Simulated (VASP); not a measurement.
# AgB2 (P-3m1) in VASP: a series of runs

Runs on AgB2. Level: PBEsol. Tasks: relaxation of cell and atoms.

All numbers are computed with VASP 6.6.1; they aren't measurements. Logs are shortened: lines on timing, memory, paths and dates and some standing lists are left out, and cuts for length are marked.

### 1 The cell of the first run

It takes space group P-3m1 (No. 164, trigonal). Conventional cell: a = 3.040 Å, b = 3.040 Å, c = 4.864 Å, α = 90.00°, β = 90.00°, γ = 120.00°. Ag (site symmetry -3m) has 6 B at 2.14 Å within 2.8 Å. B (site symmetry 3m) has 3 Ag at 2.14 Å within 2.8 Å.

### 2 Relaxation of cell and atoms, PBEsol, target pressure 30 GPa, at which the enthalpy is minimised

Contents of INCAR:

```
PREC = Accurate
ENCUT = 600
EDIFF = 1E-7
ISMEAR = -1
SIGMA = 0.05
LREAL = False
LASPH = True
NELM = 80
ALGO = Normal
ISIF = 3
LWAVE = False
LCHARG = False
GGA = PS
IBRION = 2
NSW = 80
EDIFFG = -0.02
PSTRESS = 300.0
```

Contents of KPOINTS:

```
regular mesh
0
Gamma
  8 8 4
```

Contents of POSCAR:

```
AgB2
1.0
    3.0400000000      0.0000000000      0.0000000000
   -1.5200000000      2.6327172275      0.0000000000
    0.0000000000      0.0000000000      4.8640000000
Ag B
1 2
Direct
    0.0000000000      0.0000000000      0.0000000000
    0.3333333333      0.6666666667      0.2500000000
    0.6666666667      0.3333333333      0.7500000000
```

Potentials or basis: VASP PAW PBE potentials, release 64 (Ag, B).

Launch:

```
$ cat potpaw_PBE.64/Ag/POTCAR potpaw_PBE.64/B/POTCAR > POTCAR
$ mpirun -np 1 vasp_std > vasp.out
```

OUTCAR:

```text
PREC = Accurate
   ENCUT = 600
   EDIFF = 1E-7
   ISMEAR = -1
   LREAL = False
   LASPH = True
   NELM = 80
   ISIF = 3
   GGA = PS
   IBRION = 2
   NSW = 80
   EDIFFG = -0.02
   PSTRESS = 300.0

 ion  position               nearest neighbor table
   1  0.000  0.000  0.000-   2 2.14   3 2.14   2 2.14   3 2.14   3 2.14   2 2.14
   2  0.333  0.667  0.250-   1 2.14   1 2.14   1 2.14
   3  0.667  0.333  0.750-   1 2.14   1 2.14   1 2.14

  LATTYP: Found a hexagonal cell.
 ALAT       =     3.0400000000
 C/A-ratio  =     1.6000000000

  Lattice vectors:

 A1 = (   3.0400000000,   0.0000000000,   0.0000000000)
 A2 = (  -1.5200000000,   2.6327172275,   0.0000000000)
 A3 = (   0.0000000000,   0.0000000000,   4.8640000000)

Analysis of symmetry for initial positions (statically):
=====================================================================
 Subroutine PRICEL returns:
 Original cell was already a primitive cell.

 Routine SETGRP: Setting up the symmetry group for a
 hexagonal supercell.

 Subroutine GETGRP returns: Found 12 space group operations
 (whereof 12 operations were pure point group operations)
 out of a pool of 24 trial point group operations.

The static configuration has the point symmetry D_3d.

Analysis of symmetry for dynamics (positions and initial velocities):
=====================================================================
 Subroutine PRICEL returns:
 Original cell was already a primitive cell.

 Routine SETGRP: Setting up the symmetry group for a
 hexagonal supercell.

 Subroutine GETGRP returns: Found 12 space group operations
 (whereof 12 operations were pure point group operations)
 out of a pool of 24 trial point group operations.

The dynamic configuration has the point symmetry D_3d.

 Subroutine INISYM returns: Found 12 space group operations
 (whereof 12 operations are pure point group operations),
 and found     1 'primitive' translations

----------------------------------------------------------------------------------------

                                     Primitive cell

  volume of cell :      38.9288

  direct lattice vectors                    reciprocal lattice vectors
     3.040000000  0.000000000  0.000000000     0.328947368  0.189917852  0.000000000
    -1.520000000  2.632717228  0.000000000     0.000000000  0.379835703  0.000000000
     0.000000000  0.000000000  4.864000000     0.000000000  0.000000000  0.205592105

  length of vectors
     3.040000000  3.040000000  4.864000000     0.379835703  0.379835703  0.205592105

  position of ions in fractional coordinates (direct lattice)
     0.000000000  0.000000000  0.000000000
     0.333333333  0.666666667  0.250000000
     0.666666667  0.333333333  0.750000000

  ion indices of the primitive-cell ions
   primitive index   ion index
                 1           1
                 2           2
                 3           3

----------------------------------------------------------------------------------------

 KPOINTS: regular mesh

Automatic generation of k-mesh.
 Grid dimensions read from file:
 generate k-points for:    8    8    4

 Generating k-lattice:

  Cartesian coordinates                     Fractional coordinates (reciprocal lattice)
     0.041118421  0.023739731  0.000000000     0.125000000 -0.000000000  0.000000000
     0.000000000  0.047479463  0.000000000     0.000000000  0.125000000  0.000000000
     0.000000000  0.000000000  0.051398026     0.000000000  0.000000000  0.250000000

  Length of vectors
     0.047479463  0.047479463  0.051398026

  Shift w.r.t. Gamma in fractional coordinates (k-lattice)
     0.000000000  0.000000000  0.000000000

 Subroutine IBZKPT returns following result:
 ===========================================

 Found     35 irreducible k-points:

 Following reciprocal coordinates:
            Coordinates               Weight
  0.000000  0.000000  0.000000      1.000000
  0.125000  0.000000  0.000000      6.000000
  0.250000  0.000000  0.000000      6.000000
  0.375000  0.000000  0.000000      6.000000
  0.500000  0.000000  0.000000      3.000000
  0.125000  0.125000  0.000000      6.000000
[... 16 lines left out ...]
 -0.125000  0.500000  0.250000     12.000000
  0.250000  0.250000  0.250000     12.000000
 [... further k-points ...]
   k-points           NKPTS =     35   k-points in BZ     NKDIM =     35   number of bands    NBANDS=     12
   number of dos      NEDOS =    301   number of ions     NIONS =      3
   total plane-waves  NPLWV =  23040
   dimension x,y,z NGX =    24 NGY =   24 NGZ =   40
   dimension x,y,z NGXF=    48 NGYF=   48 NGZF=   80
   ions per type =               1   2
   NGX,Y,Z   is equivalent  to a cutoff of  13.12, 13.12, 13.67 a.u.
   NGXF,Y,Z  is equivalent  to a cutoff of  26.25, 26.25, 27.34 a.u.
 SYSTEM =  unknown system
   PREC   = accura    normal or accurate (medium, high low for compatibility)
   ISTART =      0    job   : 0-new  1-cont  2-samecut
   ICHARG =      2    charge: 1-file 2-atom 10-const
   ISPIN  =      1    spin polarized calculation?
   LNONCOLLINEAR =      F non collinear calculations
   LSORBIT =      F    spin-orbit coupling
   LASPH  =      T    aspherical Exc in radial PAW
   ENCUT  =  600.0 eV  44.10 Ry    6.64 a.u.   6.07  6.07  9.71*2*pi/ulx,y,z
   NELM   =     80;   NELMIN=  2; NELMDL= -5     # of ELM steps
   EDIFF  = 0.1E-06   stopping-criterion for ELM
   LREAL  =      F    real-space projection
   EDIFFG = -.2E-01   stopping-criterion for IOM
   NSW    =     80    number of steps for IOM
   IBRION =      2    ionic relax: 0-MD 1-quasi-New 2-CG
   NFREE  =      1    steps in history (QN), initial steepest desc. (CG)
   ISIF   =      3    stress and relaxation
   ISYM   =      2    0-nonsym 1-usesym 2-fastsym
   POTIM  = 0.5000    time-step for ionic-motion
   TEBEG  =    0.0;   TEEND  =   0.0 temperature during run
   PSTRESS=  300.0 pullay stress
   NELECT =      17.0000    total number of electrons
   NUPDOWN=      -1.0000    fix difference up-down
   EMIN   =  10.00;   EMAX   =-10.00  energy-range for DOS
   EFERMI =   0.00;   METHOD = LEGACY
   ISMEAR =    -1;   SIGMA  =   0.05  broadening in eV -4-tet -1-fermi 0-gaus
   EFERMI_NEDOS =   21; number of points for ismear=-14 and -15
   IALGO  =     38    algorithm
   IMIX   =      4    mixing-type and parameters
     AMIX     =   0.40;   BMIX     =  1.00
     AMIX_MAG =   1.60;   BMIX_MAG =  1.00
  volume/ion in A,a.u.               =      12.98        87.57
  Fermi-wavevector in a.u.,A,eV,Ry     =   1.242036  2.347107 20.989058  1.542652
  Thomas-Fermi vector in A             =   2.376407
   LORBIT       =      0    0 simple, 1 ext, 2 COOP (PROOUT), +10 PAW based schemes
   GGA     = PS    functional components
   LHFCALC =     F    Hartree Fock is set to
   AEXX    =    0.0000 exact exchange contribution
   IVDW    =     0    specifies the selected vdW correction
   LEPSILON=     F    determine dielectric tensor
   LRPA    =     F    only Hartree local field effects (RPA)
 conjugate gradient relaxation of ions
 non-spin polarized calculation
  energy-cutoff  :      600.00
  volume of cell :       38.93
 maximum number of plane-waves:      1320
   NGX = 13   NGY = 13   NGZ = 19

--------------------------------------- Ionic step        1  -------------------------------------------

 number of electron      17.0000000 magnetization

 Free energy of the ion-electron system (eV)
  ---------------------------------------------------
  ext. energy  EPLUGINS =         0.00000000
  ---------------------------------------------------
  free energy    TOTEN  =       -10.46268712 eV

  energy without entropy =      -10.44565707  energy(sigma->0) =      -10.45417209

------------------------ aborting loop because EDIFF is reached ----------------------------------------

  FORCE on cell =-STRESS in cart. coord.  units (eV):
  Direction    XX          YY          ZZ          XY          YZ          ZX
  --------------------------------------------------------------------------------------
  -------------------------------------------------------------------------------------
  Total        3.2470988      3.2470988      1.2915786      0.0000000      0.0000000      0.0000000
  in kB      133.6394644    133.6394644     53.1569508      0.0000000      0.0000000      0.0000000
  external PRESSURE =    -193.1880401 kB  Pullay stress =     300.0000000 kB
[... 100 lines left out ...]
  energy  without entropy=       -9.0388941558  energy(sigma->0) =       -9.04290376

  enthalpy is  TOTEN    =        -4.4190035417 eV   P V=        4.6279098212

 E-fermi :  10.5908     XC(G=0): -13.5321

 val. band max:       10.5802167443   @ k =   0.3750   0.0000   0.5000
 cond. band min:      10.6573421697   @ k =   0.2500   0.0000   0.2500
 fundamental gap:      0.0771254253
 Fermi energy:        10.5907880815

 k-point     1 :       0.0000    0.0000    0.0000
  band No.  band energies     occupation
      1      -3.8281      2.00000
      2       2.8591      2.00000
      3       4.4457      2.00000
      4       4.4457      2.00000
      5       5.0825      2.00000
      6       5.9568      2.00000
      7       5.9568      2.00000
      8      12.0208      0.00000
      9      12.4151      0.00000
     10      12.4151      0.00000
     11      19.0646      0.00000
     12      19.0646      0.00000
[... 333 lines left out ...]
      1       0.0337      2.00000
      2       2.8435      2.00000
      3       3.1054      2.00000
      4       4.0065      2.00000
      5       4.1743      2.00000
      6       6.7508      2.00000
      7       7.2048      2.00000
      8       7.7344      2.00000
      9      10.2785      1.99613
     10      14.6985      0.00000
     11      17.7375      0.00000
     12      18.7731      0.00000

 [... further k-points ...]

[... ionic steps 4 to 20 ...]

--------------------------------------- Ionic step       21  -------------------------------------------

 number of electron      17.0000002 magnetization

------------------------ aborting loop because EDIFF is reached ----------------------------------------
[... 73 lines left out ...]
--------------------------------------- Ionic step       23  -------------------------------------------

 number of electron      17.0000001 magnetization

 Free energy of the ion-electron system (eV)
  ---------------------------------------------------
  ext. energy  EPLUGINS =         0.00000000
  ---------------------------------------------------
  free energy    TOTEN  =       -15.47185257 eV

  energy without entropy =      -15.45552026  energy(sigma->0) =      -15.46368641

 E-fermi :   9.4061     XC(G=0): -13.0579

 val. band max:        9.3932366361   @ k =   0.1250   0.1250   0.5000
 cond. band min:       9.4302296254   @ k =   0.1250   0.0000   0.2500
 fundamental gap:      0.0369929893
 Fermi energy:         9.4061437665

 k-point     1 :       0.0000    0.0000    0.0000
  band No.  band energies     occupation
      1      -4.2514      2.00000
      2       2.6299      2.00000
      3       3.6462      2.00000
      4       3.6462      2.00000
      5       4.8923      2.00000
      6       4.8923      2.00000
      7       5.0450      2.00000
      8      10.6483      0.00000
      9      10.6483      0.00000
     10      12.2794      0.00000
     11      16.6249      0.00000
     12      16.6249      0.00000
[... 379 lines left out ...]
  energy  without entropy=      -15.4555202572  energy(sigma->0) =      -15.46368641

  enthalpy is  TOTEN    =       -10.4291399041 eV   P V=        5.0427126676

 reached required accuracy - stopping structural energy minimisation
```

Run time: 3.3 min. Hardware: 1 thread of Intel Xeon Platinum 8488C (Sapphire Rapids), shared host; peak memory 0.19 GiB.

What came out:

| Item | Value |
| --- | --- |
| Free energy | -15.4719 eV |
| Relaxed volume | 8.98 Å³/atom |
| Relaxed cell | a = 2.912 Å, b = 2.912 Å, c = 3.667 Å, α = 90.00°, β = 90.00°, γ = 120.00° |
| Space group after relaxing (to 0.1 Å) | P6/mmm (No. 191) |
| Energy change on relaxing (the run minimises the enthalpy) | -1669.7 meV/atom |
| Ionic steps | 23 |
| Pressure after relaxing | 30.0 GPa |
| Largest force after relaxing | 0.011 eV/Å |
| Band gap on the k mesh | zero (an odd number of electrons rules out a gap without spin polarisation) |

Forces on the atoms (eV/Å):
```
Ag   0.000  0.000  0.000
B    0.000  0.000 -0.011
B    0.000  0.000  0.011
```

The path:
| step | energy change (eV) | largest force (eV/Å) | pressure (GPa) | volume (Å³) |
| --- | --- | --- | --- | --- |
| 1 | 0.0000 | 2.7527 | 10.68 | 38.93 |
| 2 | 0.1902 | 5.5979 | 44.91 | 30.75 |
| 3 | 1.4158 | 9.1480 | 115.41 | 24.72 |
| 4 | 0.7701 | 7.6653 | 79.81 | 27.12 |
| 5 | 0.5434 | 7.9055 | 83.19 | 26.41 |
| 6 | -0.0049 | 7.5944 | 98.34 | 24.37 |
| 7 | 0.1065 | 5.0640 | 167.96 | 20.60 |
| 8 | -1.3136 | 2.1255 | 139.37 | 21.33 |
| 9 | -2.6103 | 1.1703 | 112.78 | 22.33 |
| 10 | -3.9934 | 0.8013 | 68.86 | 24.43 |
| 11 | -4.0385 | 1.0622 | 64.34 | 24.65 |
| 12 | -4.5064 | 0.8849 | 48.44 | 25.69 |
| 13 | -5.0852 | 0.3967 | 24.67 | 27.68 |
| 14 | -5.0974 | 0.3784 | 24.02 | 27.75 |
| 15 | -5.0932 | 0.2692 | 25.10 | 27.59 |
| 16 | -5.0399 | 0.0673 | 28.54 | 27.11 |
| 17 | -5.0287 | 0.1120 | 29.03 | 27.05 |
| 18 | -5.0143 | 0.0760 | 29.90 | 26.96 |
| 19 | -5.0009 | 0.0443 | 30.68 | 26.89 |
| 20 | -5.0084 | 0.0145 | 30.18 | 26.93 |
| 21 | -5.0144 | 0.0116 | 29.74 | 26.96 |
| 22 | -5.0137 | 0.0084 | 29.77 | 26.96 |
| 23 | -5.0092 | 0.0107 | 29.98 | 26.93 |

Final structure:
```
CELL_PARAMETERS angstrom
2.91226 0.00000 0.00000
-1.45613 2.52210 0.00000
0.00000 0.00000 3.66658
ATOMIC_POSITIONS crystal
Ag 0.00000 0.00000 0.00000
B 0.33333 0.66667 0.50028
B 0.66667 0.33333 0.49972
```

Caveat: the cell is relaxed towards a set pressure, so the run minimises the enthalpy, not the energy; the volume moved by over 15 % at a fixed basis, so the end points are rough; the PAW data sets were made with another functional, which shifts forces and pressure a little.

### 3 Relaxation of cell and atoms, PBEsol, target pressure 45 GPa, at which the enthalpy is minimised

Contents of INCAR:

```
SYSTEM = AgB2
ALGO = Normal
EDIFF = 1E-6
EDIFFG = -0.02
ENCUT = 600
GGA = PS
IBRION = 2
ISIF = 3
ISMEAR = -1
LASPH = .TRUE.
LCHARG = .FALSE.
LREAL = .FALSE.
LWAVE = .FALSE.
NELM = 80
NSW = 80
PREC = Accurate
PSTRESS = 450.0
SIGMA = 0.05
```

Contents of KPOINTS:

```
k-points
0
G
  8 8 4
  0 0 0
```

POSCAR is that of step 2.

Potentials or basis: VASP PAW PBE potentials, release 64 (Ag, B).

Launch:

```
$ cat potpaw_PBE.64/Ag/POTCAR potpaw_PBE.64/B/POTCAR > POTCAR
$ mpirun -np 1 vasp_std > vasp.out
```

Wall time 3.9 min (1 thread of Intel Xeon Platinum 8488C (Sapphire Rapids), shared host); peak memory 0.18 GiB.

The run converged. Its results:

```yaml
Free_energy: -15.1747 eV
Relaxed_volume: 8.55 Å³/atom
Relaxed_cell: a = 2.881 Å, b = 2.881 Å, c = 3.567 Å, α = 90.00°, β = 90.00°, γ = 120.00°
Space_group_after_relaxing_to_0.1_Å: P6/mmm (No. 191)
Energy_change_on_relaxing_the_run_minimises_the_enthalpy: -1570.7 meV/atom
Ionic_steps: 26
Pressure_after_relaxing: 44.9 GPa
Largest_force_after_relaxing: 0.008 eV/Å
Band_gap_on_the_k_mesh: zero (an odd number of electrons rules out a gap without spin polarisation)
```

Forces on the atoms (eV/Å):
```
Ag   0.000  0.000  0.000
B    0.000  0.000  0.008
B    0.000  0.000 -0.008
```

Stress tensor (GPa, compression positive):
```
44.84  0.00  0.00
 0.00 44.84  0.00
 0.00  0.00 45.09
```

Step by step:
| step | energy change (eV) | largest force (eV/Å) | pressure (GPa) | volume (Å³) |
| --- | --- | --- | --- | --- |
| 1 | 0.0000 | 2.7531 | 10.73 | 38.93 |
| 2 | 3.0031 | 10.2722 | 133.10 | 25.28 |
| 3 | 1.1494 | 6.8994 | 65.42 | 29.88 |
| 4 | 0.1781 | 7.3968 | 71.07 | 27.13 |
| 5 | 0.2476 | 2.3544 | 193.87 | 19.87 |
| 6 | -0.5943 | 6.1749 | 120.71 | 22.29 |
| 7 | -0.4254 | 4.9048 | 147.60 | 21.17 |
| 8 | -2.5835 | 1.6026 | 100.53 | 22.77 |
| 9 | -3.6418 | 0.9192 | 76.99 | 24.05 |
| 10 | -4.6758 | 0.8245 | 37.17 | 26.75 |
| 11 | -4.4965 | 0.1786 | 50.25 | 25.83 |
| 12 | -4.5247 | 0.2466 | 48.71 | 25.92 |
| 13 | -4.7187 | 0.3210 | 42.53 | 26.23 |
| 14 | -4.9264 | 0.4377 | 34.09 | 26.70 |
| 15 | -4.7584 | 0.3651 | 42.96 | 25.90 |
| 16 | -4.6593 | 0.3320 | 47.60 | 25.52 |
| 17 | -4.6507 | 0.3294 | 48.02 | 25.49 |
| 18 | -4.6810 | 0.2426 | 46.44 | 25.56 |
| 19 | -4.7160 | 0.1090 | 44.30 | 25.67 |
| 20 | -4.7125 | 0.1253 | 44.52 | 25.66 |
| 21 | -4.7015 | 0.0744 | 45.26 | 25.62 |
| 22 | -4.6903 | 0.0266 | 45.88 | 25.57 |
| 23 | -4.7175 | 0.0049 | 44.58 | 25.67 |
| 24 | -4.7136 | 0.0003 | 44.81 | 25.66 |
| 25 | -4.7143 | 0.0011 | 44.75 | 25.66 |
| 26 | -4.7120 | 0.0083 | 44.92 | 25.65 |

Final structure:
```cif
data_structure
_symmetry_space_group_name_H-M 'P 1'
_symmetry_Int_Tables_number 1
_cell_length_a 2.8814
_cell_length_b 2.8814
_cell_length_c 3.5674
_cell_angle_alpha 90.000
_cell_angle_beta 90.000
_cell_angle_gamma 120.000
_cell_volume 25.65
loop_
_atom_site_label
_atom_site_type_symbol
_atom_site_fract_x
_atom_site_fract_y
_atom_site_fract_z
_atom_site_occupancy
Ag1 Ag 0.00000 0.00000 0.00000 1
B1 B 0.33333 0.66667 0.49979 1
B2 B 0.66667 0.33333 0.50021 1
```

Levels at points of the mesh, in eV from the Fermi level:
```
           k point  band 5  band 6  band 7  band 8  band 9  band 10  band 11  band 12
(0.00, 0.00, 0.00)   -4.78   -4.78   -4.53    1.22    1.22     3.36     7.11     7.11
(0.50, 0.00, 0.00)   -5.16   -4.03   -2.90   -2.68    2.31     3.82     4.67     7.20
(0.00, 0.00, 0.50)   -5.59   -5.14   -5.14    0.47    0.47     8.49     9.40     9.40
(0.50, 0.00, 0.50)   -4.75   -4.11   -4.01   -2.03   -0.08     1.26     6.42    10.47
```

Caveat: the cell is relaxed towards a set pressure, so the run minimises the enthalpy, not the energy; the volume moved by over 15 % at a fixed basis, so the end points are rough; the PAW data sets were made with another functional, which shifts forces and pressure a little.
